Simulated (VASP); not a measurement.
# CoO (Fm-3m) in VASP: a series of runs

CoO is run at these levels: PBE; tasks: single point.

All numbers are computed with VASP 6.6.1; they aren't measurements. Logs are shortened: lines on timing, memory, paths and dates and some standing lists are left out, and cuts for length are marked.

### Step 1. The cell of the first run

It takes space group Fm-3m (No. 225, cubic). The conventional cell has a = 4.071 Å, b = 4.071 Å, c = 4.071 Å, α = 90.00°, β = 90.00°, γ = 90.00°. Co (site symmetry m-3m) has 6 O at 2.04 Å within 2.7 Å. O (site symmetry m-3m) has 6 Co at 2.04 Å within 2.7 Å.

### Step 2. Single point, PBE, collinear spin, ferromagnetic start (8.43 Å³/atom)

File INCAR:

```
PREC = Accurate
ENCUT = 520
EDIFF = 1E-7
ISMEAR = 0
SIGMA = 0.1
LREAL = False
LASPH = True
NELM = 150
ALGO = Normal
ISIF = 2
LWAVE = False
LCHARG = True
ISPIN = 2
MAGMOM = 2.74 0.35
LORBIT = 11
LMAXMIX = 4
GGA = PE
LELF = True
LVHAR = True
NBANDS = 18
```

File KPOINTS:

```
regular mesh
0
Gamma
  16 16 16
```

File POSCAR:

```
CoO
1.0
    0.0000000000      2.0355451851      2.0355451851
    2.0355451851      0.0000000000      2.0355451851
    2.0355451851      2.0355451851      0.0000000000
Co O
1 1
Direct
    0.0000000000      0.0000000000      0.0000000000
    0.5000000000      0.5000000000      0.5000000000
```

Potentials or basis: VASP PAW PBE potentials, release 64 (Co, O).

Run with:

```bash
> cat potpaw_PBE.64/Co/POTCAR potpaw_PBE.64/O/POTCAR > POTCAR
> mpirun -np 1 vasp_std > vasp.out
```

OUTCAR:

```text
PREC = Accurate
   ENCUT = 520
   EDIFF = 1E-7
   ISMEAR = 0
   LREAL = False
   LASPH = True
   NELM = 150
   ISIF = 2
   ISPIN = 2
   LORBIT = 11
   GGA = PE

 ion  position               nearest neighbor table
   1  0.000  0.000  0.000-   2 2.04   2 2.04   2 2.04   2 2.04   2 2.04   2 2.04
   2  0.500  0.500  0.500-   1 2.04   1 2.04   1 2.04   1 2.04   1 2.04   1 2.04

  LATTYP: Found a face centered cubic cell.
 ALAT       =     4.0710903702

  Lattice vectors:

 A1 = (   0.0000000000,   2.0355451851,   2.0355451851)
 A2 = (   2.0355451851,   0.0000000000,   2.0355451851)
 A3 = (   2.0355451851,   2.0355451851,   0.0000000000)

Analysis of symmetry for initial positions (statically):
=====================================================================
 Subroutine PRICEL returns:
 Original cell was already a primitive cell.

 Routine SETGRP: Setting up the symmetry group for a
 face centered cubic supercell.

 Subroutine GETGRP returns: Found 48 space group operations
 (whereof 48 operations were pure point group operations)
 out of a pool of 48 trial point group operations.

The static configuration has the point symmetry O_h .

Analysis of symmetry for dynamics (positions and initial velocities):
=====================================================================
 Subroutine PRICEL returns:
 Original cell was already a primitive cell.

 Routine SETGRP: Setting up the symmetry group for a
 face centered cubic supercell.

 Subroutine GETGRP returns: Found 48 space group operations
 (whereof 48 operations were pure point group operations)
 out of a pool of 48 trial point group operations.

The dynamic configuration has the point symmetry O_h .

Analysis of structural, dynamic, and magnetic symmetry:
=====================================================================
 Subroutine PRICEL returns:
 Original cell was already a primitive cell.

 Routine SETGRP: Setting up the symmetry group for a
 face centered cubic supercell.

 Subroutine GETGRP returns: Found 48 space group operations
 (whereof 48 operations were pure point group operations)
 out of a pool of 48 trial point group operations.

The overall configuration has the point symmetry O_h .

 Subroutine INISYM returns: Found 48 space group operations
 (whereof 48 operations are pure point group operations),
 and found     1 'primitive' translations

----------------------------------------------------------------------------------------

                                     Primitive cell

  volume of cell :      16.8683
[... 112 lines left out ...]
  Thomas-Fermi vector in A             =   2.675435
   LORBIT       =     11    0 simple, 1 ext, 2 COOP (PROOUT), +10 PAW based schemes
   GGA     = PE    functional components
   LHFCALC =     F    Hartree Fock is set to
   AEXX    =    0.0000 exact exchange contribution
   IVDW    =     0    specifies the selected vdW correction
   LEPSILON=     F    determine dielectric tensor
   LRPA    =     F    only Hartree local field effects (RPA)
 spin polarized calculation
 Gauss-broadening in eV      SIGMA  =   0.10
  energy-cutoff  :      520.00
  volume of cell :       16.87
 maximum number of plane-waves:       469
 NGX is ok and might be reduce to    24
   NGX = 11   NGY = 11   NGZ = 11

 number of electron      15.0000000 magnetization       2.2036639

 Free energy of the ion-electron system (eV)
  ---------------------------------------------------
  ext. energy  EPLUGINS =         0.00000000
  ---------------------------------------------------
  free energy    TOTEN  =       -12.90402811 eV

  energy without entropy =      -12.88077461  energy(sigma->0) =      -12.89240136

 E-fermi :   9.9300     XC(G=0): -13.2112

 val. band max:        9.9252195121   @ k =  -0.3750   0.2500   0.0000
 cond. band min:       9.9311087882   @ k =   0.4375   0.1250   0.0000
 fundamental gap:      0.0058892761
 Fermi energy:         9.9300370947

 spin component 1

 k-point     1 :       0.0000    0.0000    0.0000
  band No.  band energies     occupation
      1     -11.6431      1.00000
      2       6.1304      1.00000
      3       6.1304      1.00000
      4       6.1304      1.00000
      5       6.9258      1.00000
      6       6.9258      1.00000
[... 493 lines left out ...]
     17      35.4907      0.00000
     18      37.9337      0.00000

 [... further k-points ...]

 spin component 2

 k-point     1 :       0.0000    0.0000    0.0000
  band No.  band energies     occupation
      1     -11.3575      1.00000
      2       6.4459      1.00000
      3       6.4459      1.00000
      4       6.4459      1.00000
      5       8.4608      1.00000
      6       8.4609      1.00000
[... 493 lines left out ...]
     17      36.2164      0.00000
     18      38.6841      0.00000

 [... further k-points ...]

------------------------ aborting loop because EDIFF is reached ----------------------------------------

  FORCE on cell =-STRESS in cart. coord.  units (eV):
  Direction    XX          YY          ZZ          XY          YZ          ZX
  --------------------------------------------------------------------------------------
  -------------------------------------------------------------------------------------
  Total        2.4196407      2.4196407      2.4196407     -0.0000000     -0.0000000      0.0000000
  in kB      229.8207456    229.8207456    229.8207456     -0.0000000     -0.0000000      0.0000000
  external PRESSURE =     229.8207456 kB  Pullay stress =       0.0000000 kB

 VOLUME and BASIS-vectors are now :
 -----------------------------------------------------------------------------
  energy-cutoff  :      520.00
  volume of cell :       16.87
      direct lattice vectors                 reciprocal lattice vectors
     0.000000000  2.035545185  2.035545185    -0.245634439  0.245634439  0.245634439
     2.035545185  0.000000000  2.035545185     0.245634439 -0.245634439  0.245634439
     2.035545185  2.035545185  0.000000000     0.245634439  0.245634439 -0.245634439

 POSITION                                       TOTAL-FORCE (eV/Angst)
 -----------------------------------------------------------------------------------
      0.00000      0.00000      0.00000        -0.000000     -0.000000     -0.000000
      2.03555      2.03555      2.03555         0.000000      0.000000      0.000000
 -----------------------------------------------------------------------------------
    total drift:                                0.000000     -0.000000     -0.000000

  FREE ENERGIE OF THE ION-ELECTRON SYSTEM (eV)
  ---------------------------------------------------
  free  energy   TOTEN  =       -12.9040281147 eV

  energy  without entropy=      -12.8807746069  energy(sigma->0) =      -12.89240136

 total charge

# of ion       s       p       d       tot
------------------------------------------
    1        0.332   0.449   7.308   8.090
    2        1.561   3.471   0.000   5.031
--------------------------------------------------
tot          1.893   3.920   7.308  13.122

 magnetization (x)

# of ion       s       p       d       tot
------------------------------------------
    1        0.021   0.019   1.978   2.018
    2        0.030   0.125   0.000   0.154
--------------------------------------------------
tot          0.051   0.143   1.978   2.172
```

OSZICAR:

```text
N       E                     dE             d eps       ncg     rms          rms(c)
DAV:   1     0.783231576243E+02    0.78323E+02   -0.68363E+03 10986   0.100E+03
DAV:   2    -0.106863038598E+02   -0.89009E+02   -0.77117E+02 11040   0.229E+02
DAV:   3    -0.152347433337E+02   -0.45484E+01   -0.44399E+01 12208   0.549E+01
DAV:   4    -0.152783321542E+02   -0.43589E-01   -0.43559E-01 13016   0.510E+00
DAV:   5    -0.152792434249E+02   -0.91127E-03   -0.91111E-03 12860   0.726E-01    0.179E+01
DAV:   6    -0.137358712554E+02    0.15434E+01   -0.12669E+01 13744   0.579E+01    0.177E+01
DAV:   7    -0.129564527262E+02    0.77942E+00   -0.39057E+00 13354   0.403E+01    0.762E+00
DAV:   8    -0.129073467004E+02    0.49106E-01   -0.24677E-01 14164   0.633E+00    0.370E+00
DAV:   9    -0.129057611327E+02    0.15856E-02   -0.14925E-02 14016   0.131E+00    0.750E-01
DAV:  10    -0.129039287423E+02    0.18324E-02   -0.76655E-03 12972   0.146E+00    0.131E-01
DAV:  11    -0.129040032838E+02   -0.74541E-04   -0.34968E-04 12390   0.171E-01    0.756E-02
DAV:  12    -0.129040304272E+02   -0.27143E-04   -0.55708E-05 14076   0.936E-02    0.360E-02
DAV:  13    -0.129040270658E+02    0.33613E-05   -0.50058E-06 13480   0.210E-02    0.108E-02
DAV:  14    -0.129040281793E+02   -0.11135E-05   -0.85152E-07 13120   0.117E-02    0.420E-03
DAV:  15    -0.129040281147E+02    0.64629E-07   -0.19830E-07 11220   0.749E-03
   1 F= -.12904028E+02 E0= -.12892401E+02  d E =-.232535E-01  mag=     2.2037
```

stdout:

```text
POSCAR found type information on POSCAR CoO
 POSCAR found :  2 types and       2 ions
 scaLAPACK will be used
 LDA part: xc-table for (Slater+PW92), standard interpolation
 POSCAR, INCAR and KPOINTS ok, starting setup
 FFT: planning ... GRIDC
 FFT: planning ... GRID_SOFT
 FFT: planning ... GRID
 WAVECAR not read
 entering main loop
```

Run time: 48 s. Hardware: 1 thread of Intel Xeon Platinum 8488C (Sapphire Rapids), shared host; peak memory 0.2 GiB.

What came out:

```yaml
Free_energy: -12.9040 eV
Pressure: 23.0 GPa
Net_moment: 2.20 μB per cell
Site_moments: Co +2.02; O +0.15 μB
Valence_electrons_inside_the_program's_atomic_spheres: Co 8.09; O 5.03
```

Caveat: the cell stands under pressure; a cell with one magnetic atom can't hold antiferromagnetic order, which such compounds often take; semilocal functionals often make such compounds metallic where correlation or magnetic order opens a gap, which also shifts bond lengths. With open d or f shells a metallic result of PBE can be an artefact of self-interaction; +U or a hybrid may open a gap.

### Step 3. Single point, PBE, collinear spin, ferromagnetic start (8.72 Å³/atom)

This run uses another cell than the first one, of 8.72 Å³/atom.

File INCAR:

```
SYSTEM = CoO
ALGO = Normal ; EDIFF = 1E-6
ENCUT = 520 ; GGA = PE
ISIF = 2 ; ISMEAR = 0
ISPIN = 2 ; LASPH = .True.
LCHARG = .False. ; LMAXMIX = 4
LORBIT = 11 ; LREAL = .False.
LWAVE = .False. ; MAGMOM = 2.74 0.35
NBANDS = 18 ; NELM = 150
PREC = Accurate ; SIGMA = 0.1
```

File KPOINTS:

```
k-points
0
Gamma
  16 16 16
  0 0 0
```

File POSCAR:

```
CoO
1.0
    0.0000000000      2.0584183939      2.0584183939
    2.0584183939      0.0000000000      2.0584183939
    2.0584183939      2.0584183939      0.0000000000
Co O
1 1
Direct
    0.0000000000      0.0000000000      0.0000000000
    0.5000000000      0.5000000000      0.5000000000
```

Potentials or basis: VASP PAW PBE potentials, release 64 (Co, O).

Run with:

```bash
> cat potpaw_PBE.64/Co/POTCAR potpaw_PBE.64/O/POTCAR > POTCAR
> mpirun -np 1 vasp_std > vasp.out
```

Wall time 47 s (1 thread of Intel Xeon Platinum 8488C (Sapphire Rapids), shared host); peak memory 0.2 GiB.

The run converged. Its results:

| Property | Result |
| --- | --- |
| Free energy | -12.9757 eV |
| Pressure | 16.5 GPa |
| Net moment | 2.48 μB per cell |
| Site moments | Co +2.24; O +0.20 μB |
| Valence electrons inside the program's atomic spheres | Co 8.00; O 5.02 |

Levels at points of the mesh, in eV from the Fermi level:
Spin up:
| k point | band 6 | band 7 | band 8 | band 9 | band 10 | band 11 | band 12 | band 13 |
| --- | --- | --- | --- | --- | --- | --- | --- | --- |
| (0.00, 0.00, 0.00) | -3.14 | -3.02 | -3.02 | -3.02 | 1.60 | 17.17 | 19.01 | 19.01 |
| (0.50, 0.00, 0.00) | -2.10 | -1.53 | 0.49 | 0.49 | 5.31 | 10.35 | 14.17 | 14.17 |
| (0.50, 0.50, 0.00) | -2.70 | -2.00 | -1.76 | -1.76 | 6.65 | 10.47 | 12.25 | 16.99 |
Spin down:
```tsv
k point	band 3	band 4	band 5	band 6	band 7	band 8	band 9	band 10
(0.00, 0.00, 0.00)	-3.22	-3.22	-1.36	-1.36	-1.36	-0.13	-0.13	2.04
(0.50, 0.00, 0.00)	-5.50	-5.50	-0.20	-0.20	0.13	2.87	2.87	5.55
(0.50, 0.50, 0.00)	-4.57	-4.57	-2.71	0.11	0.11	0.43	1.09	7.41
```

Caveat: the cell stands under pressure; a cell with one magnetic atom can't hold antiferromagnetic order, which such compounds often take; semilocal functionals often make such compounds metallic where correlation or magnetic order opens a gap, which also shifts bond lengths.
